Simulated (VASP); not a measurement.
A run of VASP 6.6.1 is set up as follows.

File INCAR:

```
SYSTEM = TaN
PREC = Accurate ; ENCUT = 520
EDIFF = 1E-6 ; ISMEAR = 1
SIGMA = 0.1 ; LREAL = .FALSE.
LASPH = .TRUE. ; NELM = 100
ALGO = Normal ; ISIF = 2
LWAVE = .FALSE. ; LCHARG = .FALSE.
GGA = PS ; NBANDS = 15
```

File KPOINTS:

```
Automatic mesh
0
G
  9 9 8
  0 0 0
```

POSCAR

```
TaN
1.0
    2.9380000000      0.0000000000      0.0000000000
   -1.4690000000      2.5443830000      0.0000000000
    0.0000000000      0.0000000000      2.8830000000
Ta N
1 1
Direct
    0.3333333333      0.6666666667      0.5000000000
    0.0000000000      0.0000000000      0.0000000000
```

Potentials or basis: VASP PAW PBE potentials, release 64 (Ta_pv, N).

Command:

```console
$ cat potpaw_PBE.64/Ta_pv/POTCAR potpaw_PBE.64/N/POTCAR > POTCAR
$ mpirun -np 1 vasp_std > vasp.out
```

(1) Estimate the pressure.

(2) Estimate the band gap on the k mesh.

## Answers

(1) -4.1 GPa.

(2) zero (band 8 reaches 8.23 eV, above the bottom of band 9 at 7.99 eV).

Caveat: the PAW data sets were made with another functional, which shifts forces and pressure a little; spin-orbit coupling is left out, which moves the levels of the heavy elements.
